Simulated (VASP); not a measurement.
# CaB (R-3m) in VASP: relaxation of cell and atoms with PBE

Aim: the relaxation of cell and atoms of CaB with PBE.

Program: VASP 6.6.1. These are calculated values, not measurements. Logs are shortened: lines on timing, memory, paths and dates and some standing lists are left out, and cuts for length are marked.

## (1) The cell of the first run

It takes space group R-3m (No. 166, trigonal). The conventional cell has a = 4.570 Å, b = 4.570 Å, c = 14.735 Å, α = 90.00°, β = 90.00°, γ = 120.00°. Within 3.7 Å of Ca (site symmetry 3m) lie 7 B at 2.68 to 3.33 Å and 6 Ca at 3.56 to 3.65 Å. Within 2.0 Å of B (site symmetry 3m) lie 1 B at 1.53 Å.

The cell was generated, and may not be a known phase.

## (2) Relaxation of cell and atoms, PBE

Input file INCAR:

```
  PREC = Accurate
  ENCUT = 600
  EDIFF = 1E-7
  ISMEAR = 0
  SIGMA = 0.01
  LREAL = F
  LASPH = T
  NELM = 60
  ALGO = Normal
  ISIF = 3
  LWAVE = F
  LCHARG = F
  GGA = PE
  IBRION = 2
  NSW = 100
  EDIFFG = -0.01
```

Input file KPOINTS:

```
regular mesh
0
Gamma
  12 12 12
```

Input file POSCAR:

```
CaB
1.0
    2.2848557935      1.3191621074      4.9116861127
   -2.2848557935      1.3191621074      4.9116861127
    0.0000000000     -2.6383242148      4.9116861127
Ca B
2 2
Direct
    0.2478034002      0.2478034002      0.2478034002
    0.7521965998      0.7521965998      0.7521965998
    0.9481101381      0.9481101381      0.9481101381
    0.0518898619      0.0518898619      0.0518898619
```

Potentials or basis: VASP PAW PBE potentials, release 64 (Ca_sv, B).

Command:

```console
cat potpaw_PBE.64/Ca_sv/POTCAR potpaw_PBE.64/B/POTCAR > POTCAR
mpirun -np 1 vasp_std > vasp.out
```

OUTCAR:

```text
PREC = Accurate
   ENCUT = 600
   EDIFF = 1E-7
   ISMEAR = 0
   LREAL = F
   LASPH = T
   NELM = 60
   ISIF = 3
   GGA = PE
   IBRION = 2
   NSW = 100
   EDIFFG = -0.01

 ion  position               nearest neighbor table
   1  0.248  0.248  0.248-
   2  0.752  0.752  0.752-
   3  0.948  0.948  0.948-   4 1.53
   4  0.052  0.052  0.052-   3 1.53

  LATTYP: Found a trigonal (rhomboedric) cell.
 ALAT       =     5.5754295917
 COS(alpha) =     0.6641147641

  Lattice vectors:

 A1 = (   2.2848557935,   1.3191621074,   4.9116861127)
 A2 = (  -2.2848557935,   1.3191621074,   4.9116861127)
 A3 = (   0.0000000000,  -2.6383242148,   4.9116861127)

Analysis of symmetry for initial positions (statically):
=====================================================================
 Subroutine PRICEL returns:
 Original cell was already a primitive cell.

 Routine SETGRP: Setting up the symmetry group for a
 trigonal (rhombohedral) supercell.

 Subroutine GETGRP returns: Found 12 space group operations
 (whereof 12 operations were pure point group operations)
 out of a pool of 12 trial point group operations.

The static configuration has the point symmetry D_3d.

Analysis of symmetry for dynamics (positions and initial velocities):
=====================================================================
 Subroutine PRICEL returns:
 Original cell was already a primitive cell.

 Routine SETGRP: Setting up the symmetry group for a
 trigonal (rhombohedral) supercell.

 Subroutine GETGRP returns: Found 12 space group operations
 (whereof 12 operations were pure point group operations)
 out of a pool of 12 trial point group operations.

The dynamic configuration has the point symmetry D_3d.

 Subroutine INISYM returns: Found 12 space group operations
 (whereof 12 operations are pure point group operations),
 and found     1 'primitive' translations

----------------------------------------------------------------------------------------

                                     Primitive cell

  volume of cell :      88.8257

  direct lattice vectors                    reciprocal lattice vectors
     2.284855793  1.319162107  4.911686113     0.218832191  0.126342825  0.067865357
    -2.284855793  1.319162107  4.911686113    -0.218832191  0.126342825  0.067865357
     0.000000000 -2.638324215  4.911686113     0.000000000 -0.252685649  0.067865357

  length of vectors
     5.575429592  5.575429592  5.575429592     0.261640486  0.261640486  0.261640486

  position of ions in fractional coordinates (direct lattice)
     0.247803400  0.247803400  0.247803400
     0.752196600  0.752196600  0.752196600
     0.948110138  0.948110138  0.948110138
     0.051889862  0.051889862  0.051889862

  ion indices of the primitive-cell ions
   primitive index   ion index
                 1           1
                 2           2
                 3           3
                 4           4

----------------------------------------------------------------------------------------

 KPOINTS: regular mesh

Automatic generation of k-mesh.
 Grid dimensions read from file:
 generate k-points for:   12   12   12

 Generating k-lattice:

  Cartesian coordinates                     Fractional coordinates (reciprocal lattice)
     0.018236016  0.010528569  0.005655446     0.083333333 -0.000000000  0.000000000
    -0.018236016  0.010528569  0.005655446    -0.000000000  0.083333333  0.000000000
     0.000000000 -0.021057137  0.005655446     0.000000000  0.000000000  0.083333333

  Length of vectors
     0.021803374  0.021803374  0.021803374

  Shift w.r.t. Gamma in fractional coordinates (k-lattice)
     0.000000000  0.000000000  0.000000000

 Subroutine IBZKPT returns following result:
 ===========================================

 Found    189 irreducible k-points:

 Following reciprocal coordinates:
            Coordinates               Weight
  0.000000  0.000000  0.000000      1.000000
  0.083333  0.000000 -0.000000      6.000000
  0.166667  0.000000  0.000000      6.000000
  0.250000  0.000000  0.000000      6.000000
  0.333333 -0.000000  0.000000      6.000000
  0.416667  0.000000  0.000000      6.000000
[... 16 lines left out ...]
  0.500000  0.166667  0.000000     12.000000
 -0.416667  0.166667  0.000000     12.000000
 [... further k-points ...]
   k-points           NKPTS =    189   k-points in BZ     NKDIM =    189   number of bands    NBANDS=     17
   number of dos      NEDOS =    301   number of ions     NIONS =      4
   total plane-waves  NPLWV = 110592
   dimension x,y,z NGX =    48 NGY =   48 NGZ =   48
   dimension x,y,z NGXF=    96 NGYF=   96 NGZF=   96
   ions per type =               2   2
   NGX,Y,Z   is equivalent  to a cutoff of  14.31, 14.31, 14.31 a.u.
   NGXF,Y,Z  is equivalent  to a cutoff of  28.62, 28.62, 28.62 a.u.
 SYSTEM =  unknown system
   PREC   = accura    normal or accurate (medium, high low for compatibility)
   ISTART =      0    job   : 0-new  1-cont  2-samecut
   ICHARG =      2    charge: 1-file 2-atom 10-const
   ISPIN  =      1    spin polarized calculation?
   LNONCOLLINEAR =      F non collinear calculations
   LSORBIT =      F    spin-orbit coupling
   LASPH  =      T    aspherical Exc in radial PAW
   ENCUT  =  600.0 eV  44.10 Ry    6.64 a.u.  11.14 11.14 11.14*2*pi/ulx,y,z
   NELM   =     60;   NELMIN=  2; NELMDL= -5     # of ELM steps
   EDIFF  = 0.1E-06   stopping-criterion for ELM
   LREAL  =      F    real-space projection
   EDIFFG = -.1E-01   stopping-criterion for IOM
   NSW    =    100    number of steps for IOM
   IBRION =      2    ionic relax: 0-MD 1-quasi-New 2-CG
   NFREE  =      1    steps in history (QN), initial steepest desc. (CG)
   ISIF   =      3    stress and relaxation
   ISYM   =      2    0-nonsym 1-usesym 2-fastsym
   POTIM  = 0.5000    time-step for ionic-motion
   TEBEG  =    0.0;   TEEND  =   0.0 temperature during run
   PSTRESS=    0.0 pullay stress
   NELECT =      26.0000    total number of electrons
   NUPDOWN=      -1.0000    fix difference up-down
   EMIN   =  10.00;   EMAX   =-10.00  energy-range for DOS
   EFERMI =   0.00;   METHOD = LEGACY
   ISMEAR =     0;   SIGMA  =   0.01  broadening in eV -4-tet -1-fermi 0-gaus
   EFERMI_NEDOS =   21; number of points for ismear=-14 and -15
   IALGO  =     38    algorithm
   IMIX   =      4    mixing-type and parameters
     AMIX     =   0.40;   BMIX     =  1.00
     AMIX_MAG =   1.60;   BMIX_MAG =  1.00
  volume/ion in A,a.u.               =      22.21       149.86
  Fermi-wavevector in a.u.,A,eV,Ry     =   1.086975  2.054085 16.075492  1.181515
  Thomas-Fermi vector in A             =   2.223124
   LORBIT       =      0    0 simple, 1 ext, 2 COOP (PROOUT), +10 PAW based schemes
   GGA     = PE    functional components
   LHFCALC =     F    Hartree Fock is set to
   AEXX    =    0.0000 exact exchange contribution
   IVDW    =     0    specifies the selected vdW correction
   LEPSILON=     F    determine dielectric tensor
   LRPA    =     F    only Hartree local field effects (RPA)
 conjugate gradient relaxation of ions
 non-spin polarized calculation
 Gauss-broadening in eV      SIGMA  =   0.01
  energy-cutoff  :      600.00
  volume of cell :       88.83
 maximum number of plane-waves:      3002
 NGX is ok and might be reduce to    48
   NGX = 23   NGY = 23   NGZ = 23

--------------------------------------- Ionic step        1  -------------------------------------------

 number of electron      26.0000001 magnetization

 Free energy of the ion-electron system (eV)
  ---------------------------------------------------
  ext. energy  EPLUGINS =         0.00000000
  ---------------------------------------------------
  free energy    TOTEN  =       -16.76420242 eV

  energy without entropy =      -16.76420242  energy(sigma->0) =      -16.76420242

------------------------ aborting loop because EDIFF is reached ----------------------------------------

  FORCE on cell =-STRESS in cart. coord.  units (eV):
  Direction    XX          YY          ZZ          XY          YZ          ZX
  --------------------------------------------------------------------------------------
  -------------------------------------------------------------------------------------
  Total       -0.0010550     -0.0010550      0.2690715      0.0000000      0.0000000      0.0000000
  in kB       -0.0190296     -0.0190296      4.8533267      0.0000000      0.0000000      0.0000000
  external PRESSURE =       1.6050892 kB  Pullay stress =       0.0000000 kB
[... 175 lines left out ...]
  energy  without entropy=      -16.7648926683  energy(sigma->0) =      -16.76489267

--------------------------------------- Ionic step        6  -------------------------------------------

 number of electron      26.0000001 magnetization

 Free energy of the ion-electron system (eV)
  ---------------------------------------------------
  ext. energy  EPLUGINS =         0.00000000
  ---------------------------------------------------
  free energy    TOTEN  =       -16.76492542 eV

  energy without entropy =      -16.76492542  energy(sigma->0) =      -16.76492542

 E-fermi :   2.0729     XC(G=0):  -8.5852

 val. band max:        1.9788493920   @ k =   0.5000   0.5000   0.5000
 cond. band min:       2.2575060790   @ k =   0.5000   0.5000   0.0000
 fundamental gap:      0.2786566869
 Fermi energy:         2.0728797271

 k-point     1 :       0.0000    0.0000    0.0000
  band No.  band energies     occupation
      1     -38.5124      2.00000
      2     -38.4720      2.00000
      3     -19.6233      2.00000
      4     -19.5650      2.00000
      5     -19.5650      2.00000
      6     -19.4722      2.00000
[... 9 lines left out ...]
     16       5.6401      0.00000
     17       6.1891      0.00000
[... 443 lines left out ...]
      1     -38.4923      2.00000
      2     -38.4895      2.00000
      3     -19.5962      2.00000
      4     -19.5682      2.00000
      5     -19.5573      2.00000
      6     -19.5172      2.00000
[... 9 lines left out ...]
     16       4.9282      0.00000
     17       5.2906      0.00000

 [... further k-points ...]

------------------------ aborting loop because EDIFF is reached ----------------------------------------

  FORCE on cell =-STRESS in cart. coord.  units (eV):
  Direction    XX          YY          ZZ          XY          YZ          ZX
  --------------------------------------------------------------------------------------
  -------------------------------------------------------------------------------------
  Total       -0.0356594     -0.0356594      0.0000623      0.0000000      0.0000000     -0.0000000
  in kB       -0.6406409     -0.6406409      0.0011197      0.0000000      0.0000000     -0.0000000
  external PRESSURE =      -0.4267207 kB  Pullay stress =       0.0000000 kB
[... 19 lines left out ...]
  FREE ENERGIE OF THE ION-ELECTRON SYSTEM (eV)
  ---------------------------------------------------
  free  energy   TOTEN  =       -16.7649254218 eV

  energy  without entropy=      -16.7649254218  energy(sigma->0) =      -16.76492542

 reached required accuracy - stopping structural energy minimisation
```

Run time: 52 min. Hardware: 1 thread of Oxide Virtual Turin-like, shared host; peak memory 0.56 GiB.

What came out:

| Item | Value |
| --- | --- |
| Free energy | -16.7649 eV |
| Relaxed volume | 22.30 Å³/atom |
| Relaxed cell | a = 5.597 Å, b = 5.597 Å, c = 5.597 Å, α = 48.16°, β = 48.16°, γ = 48.16° |
| Space group after relaxing (to 0.1 Å) | R-3m (No. 166) |
| Energy gained by relaxing | 0.2 meV/atom |
| Ionic steps | 6 |
| Pressure after relaxing | 0.0 GPa |
| Largest force after relaxing | 0.003 eV/Å |
| Band gap on the k mesh | 0.28 eV (least direct gap 0.64 eV) |

Forces in eV/Å, atoms in the order of the input:
```
Ca   0.000  0.000 -0.003
Ca   0.000  0.000  0.003
B    0.000  0.000  0.000
B    0.000  0.000  0.000
```

The path:
```csv
step,energy change (eV),largest force (eV/Å),pressure (GPa),volume (Å³)
1,0.0000,0.0231,0.16,88.83
2,-0.0003,0.1329,-0.09,89.11
3,-0.0003,0.0967,-0.02,89.03
4,-0.0006,0.0339,-0.05,89.15
5,-0.0007,0.0043,-0.06,89.22
6,-0.0007,0.0034,-0.04,89.18
```

Final structure:
```yaml
crystal:
  lattice:
    - [2.28361, 1.31844, 4.93667]
    - [-2.28361, 1.31844, 4.93667]
    - [0.00000, -2.63689, 4.93667]
  atoms:
    - { symbol: Ca, position: [0.24795, 0.24795, 0.24795] }
    - { symbol: Ca, position: [0.75205, 0.75205, 0.75205] }
    - { symbol: B, position: [0.94834, 0.94834, 0.94834] }
    - { symbol: B, position: [0.05166, 0.05166, 0.05166] }
```

A k mesh can miss the band edges.
